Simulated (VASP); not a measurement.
# MgO (Pm-3m) in VASP: a series of runs, part 2 of 2

VASP 6.6.1. The steps go on from the part before.

## Step 4: Single point, PBE

INCAR

```
PREC     = Accurate       # precision mode
ENCUT    = 600            # plane-wave cutoff, eV
EDIFF    = 1E-6           # SCF threshold, eV
ISMEAR   = 0              # smearing method
SIGMA    = 0.01           # smearing width, eV
LREAL    = False          # projectors in reciprocal space
LASPH    = True           # aspherical terms in the spheres
NELM     = 120            # most SCF steps
ALGO     = Normal         # electronic algorithm
ISIF     = 2              # what is computed and relaxed
LWAVE    = False          # write WAVECAR
LCHARG   = False          # write CHGCAR
GGA      = PE             # functional
NBANDS   = 11             # bands
GGA_COMPAT= False
```

KPOINTS

```
Automatic mesh
0
Gamma
  6 6 6
  0.5 0.5 0.5
```

POSCAR

```
MgO
1.0
    2.6233491285      0.0000000000      0.0000000000
    0.0000000000      2.6233491285      0.0000000000
    0.0000000000      0.0000000000      2.6233491285
Mg O
1 1
Direct
    0.0000000000      0.0000000000      0.0000000000
    0.5000000000      0.5000000000      0.5000000000
```

Potentials or basis: VASP PAW PBE potentials, release 64 (Mg, O).

Command:

```sh
> cat potpaw_PBE.64/Mg/POTCAR potpaw_PBE.64/O/POTCAR > POTCAR
> mpirun -np 1 vasp_std > vasp.out
```

OUTCAR:

```text
PREC = Accurate
   ENCUT = 600
   EDIFF = 1E-6
   ISMEAR = 0
   LREAL = False
   LASPH = True
   NELM = 120
   ISIF = 2
   GGA = PE

 ion  position               nearest neighbor table
   1  0.000  0.000  0.000-   2 2.27   2 2.27   2 2.27   2 2.27   2 2.27   2 2.27   2 2.27   2 2.27

   2  0.500  0.500  0.500-   1 2.27   1 2.27   1 2.27   1 2.27   1 2.27   1 2.27   1 2.27   1 2.27

  LATTYP: Found a simple cubic cell.
 ALAT       =     2.6233491285

  Lattice vectors:

[... 311 lines left out ...]
------------------------ aborting loop because EDIFF is reached ----------------------------------------

  FORCE on cell =-STRESS in cart. coord.  units (eV):
  Direction    XX          YY          ZZ          XY          YZ          ZX
  --------------------------------------------------------------------------------------
  -------------------------------------------------------------------------------------
  Total        0.5987253      0.5987253      0.5987253      0.0000000      0.0000000      0.0000000
  in kB       53.1336812     53.1336812     53.1336812      0.0000000      0.0000000      0.0000000
  external PRESSURE =      53.1336812 kB  Pullay stress =       0.0000000 kB

 VOLUME and BASIS-vectors are now :
 -----------------------------------------------------------------------------
  energy-cutoff  :      600.00
  volume of cell :       18.05
      direct lattice vectors                 reciprocal lattice vectors
     2.623349129  0.000000000  0.000000000     0.381192114  0.000000000  0.000000000
     0.000000000  2.623349129  0.000000000     0.000000000  0.381192114  0.000000000
     0.000000000  0.000000000  2.623349129     0.000000000  0.000000000  0.381192114

 POSITION                                       TOTAL-FORCE (eV/Angst)
 -----------------------------------------------------------------------------------
      0.00000      0.00000      0.00000         0.000000      0.000000      0.000000
      1.31167      1.31167      1.31167         0.000000      0.000000      0.000000
 -----------------------------------------------------------------------------------
    total drift:                                0.000000     -0.000000     -0.000000

  FREE ENERGIE OF THE ION-ELECTRON SYSTEM (eV)
  ---------------------------------------------------
  free  energy   TOTEN  =       -10.3943053598 eV

  energy  without entropy=      -10.3943053598  energy(sigma->0) =      -10.39430536
```

OSZICAR:

```text
N       E                     dE             d eps       ncg     rms          rms(c)
DAV:   1     0.199200460064E+02    0.19920E+02   -0.48914E+03   244   0.721E+02
DAV:   2    -0.111983404202E+02   -0.31118E+02   -0.30072E+02   259   0.147E+02
DAV:   3    -0.120386453976E+02   -0.84030E+00   -0.83966E+00   277   0.212E+01
DAV:   4    -0.120404332904E+02   -0.17879E-02   -0.17879E-02   232   0.105E+00
DAV:   5    -0.120404382920E+02   -0.50016E-05   -0.50016E-05   256   0.534E-02    0.704E+00
DAV:   6    -0.104605178766E+02    0.15799E+01   -0.84806E+00   220   0.159E+01    0.219E+00
DAV:   7    -0.104208257199E+02    0.39692E-01   -0.65902E-02   241   0.225E+00    0.131E+00
DAV:   8    -0.103946814663E+02    0.26144E-01   -0.38250E-02   231   0.199E+00    0.239E-01
DAV:   9    -0.103944000701E+02    0.28140E-03   -0.34129E-04   250   0.139E-01    0.153E-01
DAV:  10    -0.103943077105E+02    0.92360E-04   -0.30472E-04   229   0.152E-01    0.104E-02
DAV:  11    -0.103943054844E+02    0.22261E-05   -0.73526E-06   229   0.170E-02    0.334E-03
DAV:  12    -0.103943053598E+02    0.12463E-06   -0.23345E-07   119   0.416E-03
   1 F= -.10394305E+02 E0= -.10394305E+02  d E =-.159233E-17
```

stdout:

```text
POSCAR found type information on POSCAR MgO
 POSCAR found :  2 types and       2 ions
 scaLAPACK will be used
 LDA part: xc-table for (Slater+PW92), standard interpolation
 POSCAR, INCAR and KPOINTS ok, starting setup
 FFT: planning ... GRIDC
 FFT: planning ... GRID_SOFT
 FFT: planning ... GRID
 WAVECAR not read
 entering main loop
```

It took 2.9 s on 1 thread of Intel Xeon 6975P-C (Granite Rapids), shared host; peak memory 0.13 GiB.

Results:

* Free energy: -10.3943 eV
* Pressure: 5.3 GPa
* Band gap on the k mesh: 4.26 eV, indirect (least direct gap 5.22 eV)

## Step 5: Single point, PBE

INCAR

```
SYSTEM = MgO
PREC     = Accurate       ! precision mode
ENCUT    = 600            ! plane-wave cutoff, eV
EDIFF    = 1E-6           ! SCF threshold, eV
ISMEAR   = 1              ! smearing method
SIGMA    = 0.2            ! smearing width, eV
LREAL    = .False.        ! projectors in reciprocal space
LASPH    = .True.         ! aspherical terms in the spheres
NELM     = 120            ! most SCF steps
ALGO     = Normal         ! electronic algorithm
ISIF     = 2              ! what is computed and relaxed
LWAVE    = .False.        ! write WAVECAR
LCHARG   = .True.         ! write CHGCAR
GGA      = PE             ! functional
LELF     = .True.         ! ELF
LVHAR    = .True.       
NBANDS   = 11             ! bands
GGA_COMPAT= .False.
```

KPOINTS

```
regular mesh
0
Gamma
  6 6 6
  0 0 0
```

POSCAR is that of step 4.

Potentials or basis: VASP PAW PBE potentials, release 64 (Mg, O).

Command:

```sh
> cat potpaw_PBE.64/Mg/POTCAR potpaw_PBE.64/O/POTCAR > POTCAR
> mpirun -np 1 vasp_std > vasp.out
```

OUTCAR:

```text
SYSTEM = MgO
   PREC = Accurate
   ENCUT = 600
   EDIFF = 1E-6
   ISMEAR = 1
   LREAL = .False.
   LASPH = .True.
   NELM = 120
   ISIF = 2
   GGA = PE

 ion  position               nearest neighbor table
   1  0.000  0.000  0.000-   2 2.27   2 2.27   2 2.27   2 2.27   2 2.27   2 2.27   2 2.27   2 2.27

   2  0.500  0.500  0.500-   1 2.27   1 2.27   1 2.27   1 2.27   1 2.27   1 2.27   1 2.27   1 2.27

  LATTYP: Found a simple cubic cell.
 ALAT       =     2.6233491285

  Lattice vectors:

 A1 = (   2.6233491285,   0.0000000000,   0.0000000000)
 A2 = (   0.0000000000,   2.6233491285,   0.0000000000)
 A3 = (   0.0000000000,   0.0000000000,   2.6233491285)

Analysis of symmetry for initial positions (statically):
=====================================================================
 Subroutine PRICEL returns:
 Original cell was already a primitive cell.

 Routine SETGRP: Setting up the symmetry group for a
 simple cubic supercell.

 Subroutine GETGRP returns: Found 48 space group operations
 (whereof 48 operations were pure point group operations)
 out of a pool of 48 trial point group operations.

The static configuration has the point symmetry O_h .

Analysis of symmetry for dynamics (positions and initial velocities):
=====================================================================
 Subroutine PRICEL returns:
 Original cell was already a primitive cell.

 Routine SETGRP: Setting up the symmetry group for a
 simple cubic supercell.

 Subroutine GETGRP returns: Found 48 space group operations
 (whereof 48 operations were pure point group operations)
 out of a pool of 48 trial point group operations.

The dynamic configuration has the point symmetry O_h .

 Subroutine INISYM returns: Found 48 space group operations
 (whereof 48 operations are pure point group operations),
 and found     1 'primitive' translations

----------------------------------------------------------------------------------------

                                     Primitive cell

  volume of cell :      18.0538

  direct lattice vectors                    reciprocal lattice vectors
     2.623349129  0.000000000  0.000000000     0.381192114  0.000000000  0.000000000
     0.000000000  2.623349129  0.000000000     0.000000000  0.381192114  0.000000000
     0.000000000  0.000000000  2.623349129     0.000000000  0.000000000  0.381192114

  length of vectors
     2.623349129  2.623349129  2.623349129     0.381192114  0.381192114  0.381192114

  position of ions in fractional coordinates (direct lattice)
     0.000000000  0.000000000  0.000000000
     0.500000000  0.500000000  0.500000000

  ion indices of the primitive-cell ions
   primitive index   ion index
                 1           1
                 2           2

----------------------------------------------------------------------------------------

 KPOINTS: regular mesh

Automatic generation of k-mesh.
 Grid dimensions read from file:
 generate k-points for:    6    6    6

 Generating k-lattice:

  Cartesian coordinates                     Fractional coordinates (reciprocal lattice)
     0.063532019  0.000000000  0.000000000     0.166666667  0.000000000  0.000000000
     0.000000000  0.063532019  0.000000000     0.000000000  0.166666667  0.000000000
     0.000000000  0.000000000  0.063532019     0.000000000  0.000000000  0.166666667

  Length of vectors
     0.063532019  0.063532019  0.063532019

  Shift w.r.t. Gamma in fractional coordinates (k-lattice)
     0.000000000  0.000000000  0.000000000

 Subroutine IBZKPT returns following result:
 ===========================================

 Found     20 irreducible k-points:

 Following reciprocal coordinates:
            Coordinates               Weight
  0.000000  0.000000  0.000000      1.000000
  0.166667  0.000000  0.000000      6.000000
  0.333333  0.000000  0.000000      6.000000
  0.500000  0.000000  0.000000      3.000000
  0.166667  0.166667  0.000000     12.000000
  0.333333  0.166667  0.000000     24.000000
[... 12 lines left out ...]
  0.500000  0.500000  0.333333      6.000000
  0.500000  0.500000  0.500000      1.000000
   k-points           NKPTS =     20   k-points in BZ     NKDIM =     20   number of bands    NBANDS=     11
   number of dos      NEDOS =    301   number of ions     NIONS =      2
   total plane-waves  NPLWV =  13824
   dimension x,y,z NGX =    24 NGY =   24 NGZ =   24
   dimension x,y,z NGXF=    48 NGYF=   48 NGZF=   48
   ions per type =               1   1
   NGX,Y,Z   is equivalent  to a cutoff of  15.21, 15.21, 15.21 a.u.
   NGXF,Y,Z  is equivalent  to a cutoff of  30.42, 30.42, 30.42 a.u.
 SYSTEM =  MgO
   PREC   = accura    normal or accurate (medium, high low for compatibility)
   ISTART =      0    job   : 0-new  1-cont  2-samecut
   ICHARG =      2    charge: 1-file 2-atom 10-const
   ISPIN  =      1    spin polarized calculation?
   LNONCOLLINEAR =      F non collinear calculations
   LSORBIT =      F    spin-orbit coupling
   LASPH  =      T    aspherical Exc in radial PAW
   ENCUT  =  600.0 eV  44.10 Ry    6.64 a.u.   5.24  5.24  5.24*2*pi/ulx,y,z
   NELM   =    120;   NELMIN=  2; NELMDL= -5     # of ELM steps
   EDIFF  = 0.1E-05   stopping-criterion for ELM
   LREAL  =      F    real-space projection
   EDIFFG = 0.1E-04   stopping-criterion for IOM
   NSW    =      0    number of steps for IOM
   IBRION =     -1    ionic relax: 0-MD 1-quasi-New 2-CG
   NFREE  =      0    steps in history (QN), initial steepest desc. (CG)
   ISIF   =      2    stress and relaxation
   ISYM   =      2    0-nonsym 1-usesym 2-fastsym
   POTIM  = 0.5000    time-step for ionic-motion
   TEBEG  =    0.0;   TEEND  =   0.0 temperature during run
   PSTRESS=    0.0 pullay stress
   NELECT =       8.0000    total number of electrons
   NUPDOWN=      -1.0000    fix difference up-down
   EMIN   =  10.00;   EMAX   =-10.00  energy-range for DOS
   EFERMI =   0.00;   METHOD = LEGACY
   ISMEAR =     1;   SIGMA  =   0.20  broadening in eV -4-tet -1-fermi 0-gaus
   EFERMI_NEDOS =   21; number of points for ismear=-14 and -15
   IALGO  =     38    algorithm
   IMIX   =      4    mixing-type and parameters
     AMIX     =   0.40;   BMIX     =  1.00
     AMIX_MAG =   1.60;   BMIX_MAG =  1.00
  volume/ion in A,a.u.               =       9.03        60.92
  Fermi-wavevector in a.u.,A,eV,Ry     =   1.248098  2.358563 21.194461  1.557749
  Thomas-Fermi vector in A             =   2.382200
   LORBIT       =      0    0 simple, 1 ext, 2 COOP (PROOUT), +10 PAW based schemes
   GGA     = PE    functional components
   LHFCALC =     F    Hartree Fock is set to
   AEXX    =    0.0000 exact exchange contribution
   IVDW    =     0    specifies the selected vdW correction
   LEPSILON=     F    determine dielectric tensor
   LRPA    =     F    only Hartree local field effects (RPA)
 non-spin polarized calculation
 Methfessel and Paxton  Order N= 1 SIGMA  =   0.20
  energy-cutoff  :      600.00
  volume of cell :       18.05
 maximum number of plane-waves:       624
 NGX is ok and might be reduce to    24
   NGX = 11   NGY = 11   NGZ = 11

 number of electron       8.0000002 magnetization

 Free energy of the ion-electron system (eV)
  ---------------------------------------------------
  ext. energy  EPLUGINS =         0.00000000
  ---------------------------------------------------
  free energy    TOTEN  =       -10.38809591 eV

  energy without entropy =      -10.38966131  energy(sigma->0) =      -10.38861771

 E-fermi :   5.2039     XC(G=0): -11.3652

 val. band max:        5.1243778821   @ k =   0.5000   0.5000   0.0000
 cond. band min:       7.7426437571   @ k =   0.0000   0.0000   0.0000
 fundamental gap:      2.6182658750
 Fermi energy:         5.2038623296

 k-point     1 :       0.0000    0.0000    0.0000
  band No.  band energies     occupation
      1     -13.4674      2.00000
      2       4.1036      2.00000
      3       4.1036      2.00000
      4       4.1036      2.00000
      5       7.7426     -0.00000
      6      15.5936      0.00000
      7      15.5936      0.00000
      8      25.6080      0.00000
      9      25.6080      0.00000
     10      25.6080      0.00000
     11      32.7789      0.00000
[... 253 lines left out ...]
 k-point    20 :       0.5000    0.5000    0.5000
  band No.  band energies     occupation
      1     -10.4755      2.00000
      2       1.4503      2.00000
      3       1.4503      2.00000
      4       1.4503      2.00000
      5      12.6566      0.00000
      6      12.6566      0.00000
      7      12.6566      0.00000
      8      21.6285      0.00000
      9      24.0868      0.00000
     10      24.0868      0.00000
     11      24.0868      0.00000

------------------------ aborting loop because EDIFF is reached ----------------------------------------

  FORCE on cell =-STRESS in cart. coord.  units (eV):
  Direction    XX          YY          ZZ          XY          YZ          ZX
  --------------------------------------------------------------------------------------
  -------------------------------------------------------------------------------------
  Total        0.5902917      0.5902917      0.5902917     -0.0000000     -0.0000000      0.0000000
  in kB       52.3852450     52.3852450     52.3852450     -0.0000000     -0.0000000      0.0000000
  external PRESSURE =      52.3852450 kB  Pullay stress =       0.0000000 kB

 VOLUME and BASIS-vectors are now :
 -----------------------------------------------------------------------------
  energy-cutoff  :      600.00
  volume of cell :       18.05
      direct lattice vectors                 reciprocal lattice vectors
     2.623349129  0.000000000  0.000000000     0.381192114  0.000000000  0.000000000
     0.000000000  2.623349129  0.000000000     0.000000000  0.381192114  0.000000000
     0.000000000  0.000000000  2.623349129     0.000000000  0.000000000  0.381192114

 POSITION                                       TOTAL-FORCE (eV/Angst)
 -----------------------------------------------------------------------------------
      0.00000      0.00000      0.00000         0.000000      0.000000      0.000000
      1.31167      1.31167      1.31167         0.000000      0.000000      0.000000
 -----------------------------------------------------------------------------------
    total drift:                                0.000000     -0.000000     -0.000000

  FREE ENERGIE OF THE ION-ELECTRON SYSTEM (eV)
  ---------------------------------------------------
  free  energy   TOTEN  =       -10.3880959111 eV

  energy  without entropy=      -10.3896613052  energy(sigma->0) =      -10.38861771
```

Run time: 3.3 s. Hardware: 1 thread of Intel Xeon 6975P-C (Granite Rapids), shared host; peak memory 0.14 GiB.

What came out:

```yaml
Free_energy: -10.3881 eV
Pressure: 5.2 GPa
Band_gap_on_the_k_mesh: 2.62 eV, indirect (least direct gap 3.64 eV)
```

Levels at points of the mesh, in eV from the valence-band top:
```csv
k point,band 2,band 3,band 4,band 5,band 6,band 7
"(0.00, 0.00, 0.00)",-1.02,-1.02,-1.02,2.62,10.47,10.47
"(0.50, 0.00, 0.00)",-6.57,-0.57,-0.57,7.11,9.55,14.61
"(0.50, 0.50, 0.00)",-4.76,-4.76,0.00,4.99,12.30,12.30
"(0.50, 0.50, 0.50)",-3.67,-3.67,-3.67,7.53,7.53,7.53
```

## Step 6: Overview

| level | k mesh | smearing | gap on the mesh (eV) | pressure (GPa) |
| --- | --- | --- | --- | --- |
| PBE | 6 × 6 × 6 | methfessel-paxton 0.05 eV | 2.62 | 5.3 |
| PBEsol | 6 × 6 × 6 | gaussian 0.01 eV | 2.57 | 1.0 |
| PBE | 6 × 6 × 6, shifted | gaussian 0.01 eV | 4.26 | 5.3 |
| PBE | 6 × 6 × 6 | methfessel-paxton 0.2 eV | 2.62 | 5.2 |

Alike in all rows: task single point; potentials or basis VASP PAW PBE potentials, release 64 (Mg, O); no spin polarisation; cell as given; cutoff (eV) 600.

On the cell as given the gap runs from 2.57 eV (PBEsol) to 4.26 eV (PBE). The pressure there spans 1.0 GPa (PBEsol) to 5.3 GPa (PBE); a positive pressure means that this level wants a larger cell, a negative one a smaller.

Caveats: the PAW data sets were made with another functional, which shifts forces and pressure a little (some runs).

Absolute energies hang on the potentials; compare differences alone.
